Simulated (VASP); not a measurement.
# B16HN16 (a cell with a defect) in VASP: further runs, part 2 of 2

VASP 6.6.1. The steps go on from the part before.

## (3) Single point, PBE+D3(BJ)

File INCAR:

```
  PREC = Accurate
  ENCUT = 520
  EDIFF = 1E-6
  ISMEAR = 0
  SIGMA = 0.02
  LREAL = Auto
  LASPH = T
  NELM = 80
  ALGO = Normal
  ISIF = 2
  LWAVE = F
  LCHARG = F
  GGA = PE
  IVDW = 12
  NELECT = 130.0
  NBANDS = 86
```

File KPOINTS:

```
Automatic mesh
0
Gamma
  2 2 2
  0.5 0.5 0.5
```

File POSCAR:

```
B16HN16
1.0
   -5.0122276282      2.8938109704      3.2948837601
    0.0000000000     -5.7876219408      3.2948837600
    5.0122276282      2.8938109704      3.2948837601
B N H
16 16 1
Direct
    0.2440464658      0.7425827152      0.9949736541
    0.4898587575      0.4892824500      0.9885096938
    0.7479920357      0.2466057874      0.9990512639
    0.9966447913      0.7462503166      0.2505184624
    0.9991118795      0.9977281248      1.0003895549
    0.2623190198      0.5042873229      0.2567426570
    0.4896883608      0.2358891109      0.2415549773
    0.7039303371      0.7203969318      0.4729302537
    0.7471157123      0.9923380757      0.2476906690
    0.9968088371      0.4982333689      0.4988587867
    0.2439704502      0.2424630338      0.4949231390
    0.5128628343      0.7643724817      0.7632560912
    0.5127433416      1.0107070720      0.5166789171
    0.7473887678      0.4955194184      0.7450736295
    0.9992271269      0.2480674472      0.7502757439
    0.2532140829      1.0028787182      0.7553044082
    0.5795828811      0.0763389982      0.3318267750
    0.8234002844      0.8220007862      0.3238756847
    0.0917265166      0.5872756155      0.3397160518
    0.3366308242      0.0868991530      0.5893306403
    0.3180727697      0.3131723403      0.3194260602
    0.6120958592      0.8674657211      0.6198666556
    0.8237139424      0.5717124875      0.5747705399
    0.0831138627      0.0821636244      0.8346008819
    0.0801751680      0.3291926668      0.5814546761
    0.3367092054      0.8369857510      0.8394018576
    0.5798089500      0.5796146986      0.8290131149
    0.8330951327      0.0819534455      0.0843751466
    0.8332899206      0.3321120613      0.8345951287
    0.0800461256      0.8289031973      0.0815205199
    0.3182603653      0.5671818883      0.0657828057
    0.5738553798      0.3225860748      0.0750246830
    0.5181513950      0.6265878694      0.3795736904
```

Potentials or basis: VASP PAW PBE potentials, release 64 (B, N, H).

On the command line:

```
$ cat potpaw_PBE.64/B/POTCAR potpaw_PBE.64/N/POTCAR potpaw_PBE.64/H/POTCAR > POTCAR
$ mpirun -np 1 vasp_std > vasp.out
```

OUTCAR:

```text
PREC = Accurate
   ENCUT = 520
   EDIFF = 1E-6
   ISMEAR = 0
   LREAL = Auto
   LASPH = T
   NELM = 80
   ISIF = 2
   GGA = PE
   IVDW = 12
   NELECT = 130.0
 IVDW          = 12

 ion  position               nearest neighbor table
   1  0.244  0.743  0.995-  31 1.44  26 1.45  30 1.45
   2  0.490  0.489  0.989-  31 1.44  27 1.45  32 1.46
   3  0.748  0.247  0.999-  29 1.45  28 1.45  32 1.45
   4  0.997  0.746  0.251-  18 1.44  19 1.46  30 1.46
   5  0.999  0.998  0.000-  30 1.45  24 1.45  28 1.45
   6  0.262  0.504  0.257-  19 1.47  31 1.47  21 1.47
   7  0.490  0.236  0.242-  21 1.44  17 1.45  32 1.46
   8  0.704  0.720  0.473-  33 1.34  23 1.52  18 1.52  22 1.53
   9  0.747  0.992  0.248-  18 1.43  28 1.45  17 1.46
  10  0.997  0.498  0.499-  23 1.44  19 1.46  25 1.46
  11  0.244  0.242  0.495-  21 1.44  20 1.45  25 1.45
  12  0.513  0.764  0.763-  22 1.43  26 1.45  27 1.46
  13  0.513  0.011  0.517-  22 1.43  20 1.45  17 1.46
  14  0.747  0.496  0.745-  23 1.43  29 1.45  27 1.46
[... 16 lines left out ...]
  31  0.318  0.567  0.066-   1 1.44   2 1.44   6 1.47
  32  0.574  0.323  0.075-   3 1.45   2 1.46   7 1.46
  33  0.518  0.627  0.380-   8 1.34

  LATTYP: Found a trigonal (rhomboedric) cell.
 ALAT       =     6.6597917927
 COS(alpha) =    -0.1328444049

  Lattice vectors:

 A1 = (  -5.0122276282,   2.8938109704,   3.2948837601)
 A2 = (   0.0000000000,  -5.7876219408,   3.2948837600)
 A3 = (   5.0122276282,   2.8938109704,   3.2948837601)

Analysis of symmetry for initial positions (statically):
=====================================================================
 Subroutine PRICEL returns:
 Original cell was already a primitive cell.

 Routine SETGRP: Setting up the symmetry group for a
 trigonal (rhombohedral) supercell.

 Subroutine GETGRP returns: Found  1 space group operations
 (whereof  1 operations were pure point group operations)
 out of a pool of 12 trial point group operations.

The static configuration has the point symmetry C_1 .

Analysis of symmetry for dynamics (positions and initial velocities):
=====================================================================
 Subroutine PRICEL returns:
 Original cell was already a primitive cell.

 Routine SETGRP: Setting up the symmetry group for a
 trigonal (rhombohedral) supercell.

 Subroutine GETGRP returns: Found  1 space group operations
 (whereof  1 operations were pure point group operations)
 out of a pool of 12 trial point group operations.

The dynamic configuration has the point symmetry C_1 .

 Subroutine INISYM returns: Found  1 space group operations
 (whereof  1 operations are pure point group operations),
 and found     1 'primitive' translations

----------------------------------------------------------------------------------------

                                     Primitive cell

  volume of cell :     286.7426

  direct lattice vectors                    reciprocal lattice vectors
    -5.012227628  2.893810970  3.294883760    -0.099756044  0.057594179  0.101166948
     0.000000000 -5.787621941  3.294883760     0.000000000 -0.115188358  0.101166948
     5.012227628  2.893810970  3.294883760     0.099756044  0.057594179  0.101166948

  length of vectors
[... 99 lines left out ...]
 Following reciprocal coordinates:
            Coordinates               Weight
  0.250000  0.250000  0.250000      2.000000
 -0.250000  0.250000  0.250000      2.000000
  0.250000 -0.250000  0.250000      2.000000
  0.250000  0.250000 -0.250000      2.000000
   k-points           NKPTS =      4   k-points in BZ     NKDIM =      4   number of bands    NBANDS=     86
   number of dos      NEDOS =    301   number of ions     NIONS =     33
   total plane-waves  NPLWV = 125000
   dimension x,y,z NGX =    50 NGY =   50 NGZ =   50
   dimension x,y,z NGXF=   100 NGYF=  100 NGZF=  100
   ions per type =              16  16   1
   NGX,Y,Z   is equivalent  to a cutoff of  12.48, 12.48, 12.48 a.u.
   NGXF,Y,Z  is equivalent  to a cutoff of  24.96, 24.96, 24.96 a.u.
 SYSTEM =  unknown system
   PREC   = accura    normal or accurate (medium, high low for compatibility)
   ISTART =      0    job   : 0-new  1-cont  2-samecut
   ICHARG =      2    charge: 1-file 2-atom 10-const
   ISPIN  =      1    spin polarized calculation?
   LNONCOLLINEAR =      F non collinear calculations
   LSORBIT =      F    spin-orbit coupling
   LASPH  =      T    aspherical Exc in radial PAW
   ENCUT  =  520.0 eV  38.22 Ry    6.18 a.u.  12.38 12.38 12.38*2*pi/ulx,y,z
   NELM   =     80;   NELMIN=  2; NELMDL= -5     # of ELM steps
   EDIFF  = 0.1E-05   stopping-criterion for ELM
   LREAL  =      T    real-space projection
   EDIFFG = 0.1E-04   stopping-criterion for IOM
   NSW    =      0    number of steps for IOM
   IBRION =     -1    ionic relax: 0-MD 1-quasi-New 2-CG
   NFREE  =      0    steps in history (QN), initial steepest desc. (CG)
   ISIF   =      2    stress and relaxation
   ISYM   =      2    0-nonsym 1-usesym 2-fastsym
   POTIM  = 0.5000    time-step for ionic-motion
   TEBEG  =    0.0;   TEEND  =   0.0 temperature during run
   PSTRESS=    0.0 pullay stress
   NELECT =     130.0000    total number of electrons
   NUPDOWN=      -1.0000    fix difference up-down
   EMIN   =  10.00;   EMAX   =-10.00  energy-range for DOS
   EFERMI =   0.00;   METHOD = LEGACY
   ISMEAR =     0;   SIGMA  =   0.02  broadening in eV -4-tet -1-fermi 0-gaus
   EFERMI_NEDOS =   21; number of points for ismear=-14 and -15
   IALGO  =     38    algorithm
   IMIX   =      4    mixing-type and parameters
     AMIX     =   0.40;   BMIX     =  1.00
     AMIX_MAG =   1.60;   BMIX_MAG =  1.00
  volume/ion in A,a.u.               =       8.69        58.64
  Fermi-wavevector in a.u.,A,eV,Ry     =   1.257646  2.376607 21.519984  1.581674
  Thomas-Fermi vector in A             =   2.391295
   LORBIT       =      0    0 simple, 1 ext, 2 COOP (PROOUT), +10 PAW based schemes
   GGA     = PE    functional components
   LHFCALC =     F    Hartree Fock is set to
   AEXX    =    0.0000 exact exchange contribution
   IVDW    =    12    specifies the selected vdW correction
   LEPSILON=     F    determine dielectric tensor
   LRPA    =     F    only Hartree local field effects (RPA)
 non-spin polarized calculation
 Gauss-broadening in eV      SIGMA  =   0.02
  energy-cutoff  :      520.00
  volume of cell :      286.74
 maximum number of plane-waves:      7728
 NGX is ok and might be reduce to    50
   NGX = 25   NGY = 25   NGZ = 25

 number of electron     130.0000000 magnetization

 Free energy of the ion-electron system (eV)
  ---------------------------------------------------
  ext. energy  EPLUGINS =         0.00000000
  ---------------------------------------------------
  free energy    TOTEN  =      -278.05354682 eV

  energy without entropy =     -278.05354682  energy(sigma->0) =     -278.05354682

 E-fermi :   3.6653     XC(G=0): -10.2656

 val. band max:        3.5587695507   @ k =   0.2500   0.2500   0.2500
 cond. band min:       7.0590219506   @ k =  -0.2500   0.2500   0.2500
 fundamental gap:      3.5002523999
 Fermi energy:         3.6653074531

 k-point     1 :       0.2500    0.2500    0.2500
  band No.  band energies     occupation
      1     -15.2809      2.00000
      2     -14.2773      2.00000
      3     -14.2676      2.00000
      4     -14.2377      2.00000
      5     -14.0081      2.00000
      6     -13.9723      2.00000
[... 309 lines left out ...]
     76       9.6449      0.00000
     77       9.7640      0.00000
 [bands above 77 left out]

------------------------ aborting loop because EDIFF is reached ----------------------------------------

 Edisp (eV)   -4.67329

 E8    (eV) :    -1.3639

  FORCE on cell =-STRESS in cart. coord.  units (eV):
  Direction    XX          YY          ZZ          XY          YZ          ZX
  --------------------------------------------------------------------------------------
  -------------------------------------------------------------------------------------
  Total       5.41450     6.09945     9.81022     0.58106    -1.63652     2.83513
  in kB      30.25357    34.08074    54.81468     3.24669    -9.14408    15.84134
  external pressure =       39.72 kB  Pullay stress =        0.00 kB

 VOLUME and BASIS-vectors are now :
 -----------------------------------------------------------------------------
  energy-cutoff  :      520.00
  volume of cell :      286.74
      direct lattice vectors                 reciprocal lattice vectors
    -5.012227628  2.893810970  3.294883760    -0.099756044  0.057594179  0.101166948
     0.000000000 -5.787621941  3.294883760     0.000000000 -0.115188358  0.101166948
     5.012227628  2.893810970  3.294883760     0.099756044  0.057594179  0.101166948

 POSITION                                       TOTAL-FORCE (eV/Angst)
 -----------------------------------------------------------------------------------
      3.76382     -0.71230      6.52915         0.033909     -0.033367      0.055672
      2.49935      1.44634      6.48318        -0.000981      0.013933      0.040077
      1.25837      3.62835      6.56884        -0.003918      0.003106     -0.006711
     -3.73975     -0.70996      6.56807         0.044193     -0.062883      0.021058
     -5.00582     -2.88210      6.58064         0.012709     -0.018187     -0.005326
     -0.02795     -1.41656      3.37182         0.124269     -0.070621     -0.569932
[... 25 lines left out ...]
     -2.50025      0.01073      3.20087         0.006601     -0.003228     -0.030466
     -0.69458     -1.02861      5.02243        -0.876900      0.501433      0.567648
 -----------------------------------------------------------------------------------
    total drift:                                0.002518     -0.001652     -0.000214

  FREE ENERGIE OF THE ION-ELECTRON SYSTEM (eV)
  ---------------------------------------------------
  free  energy   TOTEN  =      -282.7268365264 eV

  energy  without entropy=     -282.7268365264  energy(sigma->0) =     -282.72683653
```

Run time: 4.3 min. Hardware: 1 thread of AMD EPYC 7R13, shared host; peak memory 0.34 GiB.

Results:

| Quantity | Value |
| --- | --- |
| Free energy | -282.7268 eV |
| Largest force | 1.159 eV/Å |
| Dispersion energy per atom | -0.142 eV |

Forces on the atoms (eV/Å):
```
B    0.034 -0.033  0.056
B   -0.001  0.014  0.040
B   -0.004  0.003 -0.007
B    0.044 -0.063  0.021
B    0.013 -0.018 -0.005
B    0.124 -0.071 -0.570
B   -0.014 -0.011  0.042
B    0.123 -0.069 -0.682
B    0.009  0.007  0.017
B    0.077 -0.005  0.018
B    0.047 -0.011  0.057
B    0.017 -0.024  0.038
B    0.028  0.001  0.040
B   -0.004 -0.010  0.014
B    0.022  0.000 -0.007
B    0.024 -0.015  0.015
N    0.019 -0.024  0.006
N   -0.016 -0.024 -0.006
N   -0.005  0.002 -0.051
N    0.025 -0.033  0.032
N    0.018 -0.061  0.107
N    0.074 -0.043  0.017
N    0.012  0.023 -0.010
N    0.015 -0.009  0.018
N    0.017 -0.009  0.026
N    0.043 -0.003  0.033
N    0.030 -0.005  0.005
N    0.007 -0.012  0.033
N    0.015 -0.001  0.032
N    0.015 -0.010  0.027
N    0.064  0.017  0.107
N    0.007 -0.003 -0.030
H   -0.877  0.501  0.568
```

Caveat: the cell carries a net charge on a neutralising background, which shifts energy and pressure; the cell is charged against a uniform background, so pressure and absolute levels hang on convention.

## (4) Single point, PBE+D3(BJ)

File INCAR:

```
PREC = Accurate
ENCUT = 520
EDIFF = 1E-6
ISMEAR = 0
SIGMA = 0.02
LREAL = Auto
LASPH = True
NELM = 60
ALGO = Normal
ISIF = 2
LWAVE = False
LCHARG = False
GGA = PE
IVDW = 12
NELECT = 128.0
NBANDS = 86
```

KPOINTS is that of step 3.

File POSCAR:

```
B16HN16
1.0
   -5.0122276282      2.8938109704      3.2948837601
    0.0000000000     -5.7876219408      3.2948837600
    5.0122276282      2.8938109704      3.2948837601
B N H
16 16 1
Direct
    0.2474768735      0.7457565113      0.9964201136
    0.4853965522      0.4834613791      0.9849706310
    0.7473219770      0.2453131139      0.9962623869
    1.0052251149      0.7535297826      0.2529615947
    0.9987257602      0.9967818580      0.9970219270
    0.2674393570      0.5183646453      0.2659180773
    0.5203093593      0.2657094352      0.2662125595
    0.7553744868      0.7532396540      0.5016555629
    0.7552858470      1.0031770814      0.2528040790
    1.0066103018      0.5036057095      0.5032085836
    0.2496605465      0.2474684683      0.5051281938
    0.4915463250      0.7457241172      0.7387701328
    0.5057341501      1.0045157771      0.5031418896
    0.7474635724      0.4892075420      0.7384829347
    0.9958113051      0.2433653731      0.7451734464
    0.2456340457      0.9940395369      0.7452689757
    0.5944545106      0.0935678528      0.3422419030
    0.8373211876      0.8353978994      0.3349593264
    0.0955870067      0.5926544911      0.3424786269
    0.3307477483      0.0783092349      0.5794659017
    0.3710840209      0.3692969636      0.3763269991
    0.5863835940      0.8352266406      0.5837139228
    0.8371536019      0.5841680001      0.5836902530
    0.0795444536      0.0774416838      0.8280525578
    0.0804903428      0.3287260629      0.5796209062
    0.3293052365      0.8268758975      0.8275868760
    0.5490129829      0.5470591839      0.7895142309
    0.8334976730      0.0819827052      0.0817317358
    0.8281975727      0.3266574563      0.8270276338
    0.0842868089      0.8318468366      0.0821003559
    0.3346914347      0.5804183761      0.0819481249
    0.5824750602      0.3330301896      0.0822531657
    0.4589865733      0.4589682675      0.5846247220
```

On the command line:

```
$ cat potpaw_PBE.64/B/POTCAR potpaw_PBE.64/N/POTCAR potpaw_PBE.64/H/POTCAR > POTCAR
$ mpirun -np 1 vasp_std > vasp.out
```

Run time: 10 min. Hardware: 1 thread of Intel Xeon 8259CL, shared host; peak memory 0.37 GiB.

Results (log left out):

| Item | Value |
| --- | --- |
| Free energy | -291.5538 eV |
| Largest force | 0.045 eV/Å |
| Dispersion energy per atom | -0.142 eV |

Forces in eV/Å, atoms in the order of the input:
```
B    0.007  0.005 -0.008
B    0.041  0.015 -0.008
B   -0.009  0.016 -0.010
B   -0.002  0.002  0.000
B   -0.005  0.014 -0.009
B    0.015  0.012  0.012
B   -0.011 -0.001  0.008
B    0.007 -0.012  0.010
B   -0.015  0.001  0.000
B    0.001  0.020  0.005
B    0.010 -0.029  0.018
B    0.022 -0.029  0.009
B    0.020 -0.025  0.004
B   -0.001  0.024 -0.006
B   -0.004  0.003 -0.007
B    0.009  0.013 -0.005
N    0.015  0.020 -0.001
N    0.000  0.004 -0.018
N    0.002 -0.010 -0.011
N   -0.012  0.007 -0.007
N   -0.006 -0.008 -0.026
N   -0.015  0.020 -0.020
N   -0.013 -0.025 -0.018
N   -0.001 -0.022  0.026
N    0.001 -0.002 -0.018
N   -0.003  0.015  0.008
N   -0.016 -0.024  0.030
N    0.016 -0.013  0.023
N    0.012 -0.003  0.026
N    0.000 -0.011  0.012
N   -0.015 -0.005  0.000
N   -0.022 -0.006 -0.012
H   -0.028  0.035 -0.007
```

Levels at points of the mesh, in eV from the Fermi level:
| k point | band 62 | band 63 | band 64 | band 65 | band 66 | band 67 |
| --- | --- | --- | --- | --- | --- | --- |
| (0.25, 0.25, 0.25) | -0.85 | -0.84 | -0.83 | 4.43 | 4.84 | 4.91 |

Caveat: the cell carries a net charge on a neutralising background, which shifts energy and pressure; the cell is charged against a uniform background, so pressure and absolute levels hang on convention.
